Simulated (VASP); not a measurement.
Here is a VASP 6.6.1 calculation.

INCAR

```
ALGO     = Normal         # electronic algorithm
EDIFF    = 1E-6           # SCF threshold, eV
ENCUT    = 520            # plane-wave cutoff, eV
GGA      = PS             # functional
ISIF     = 2              # what is computed and relaxed
ISMEAR   = 0              # smearing method
LASPH    = T              # aspherical terms in the spheres
LCHARG   = F              # write CHGCAR
LREAL    = F              # projectors in reciprocal space
LWAVE    = F              # write WAVECAR
NBANDS   = 11             # bands
NELM     = 60             # most SCF steps
PREC     = Accurate       # precision mode
SIGMA    = 0.01           # smearing width, eV
```

Contents of KPOINTS:

```
k-points
0
Gamma
  7 7 6
```

The input POSCAR:

```
MgO
1.0
    2.9477819388      0.0000000000      0.0000000000
   -1.4738904677      2.5528542216      0.0000000000
    0.0000000000      0.0000000000      2.6885826568
Mg O
1 1
Direct
    0.0000000000      0.0000000000      0.0000000000
    0.3333333333      0.6666666667      0.5000000000
```

Potentials or basis: VASP PAW PBE potentials, release 64 (Mg, O).

Command:

```sh
$ cat potpaw_PBE.64/Mg/POTCAR potpaw_PBE.64/O/POTCAR > POTCAR
$ mpirun -np 1 vasp_std > vasp.out
```

(1) Predict the band gap on the k mesh.

(2) Estimate the pressure.

Answers

(1) 2.86 eV, indirect (least direct gap 3.25 eV).

(2) -5.6 GPa.

Caveat: the PAW data sets were made with another functional, which shifts forces and pressure a little.
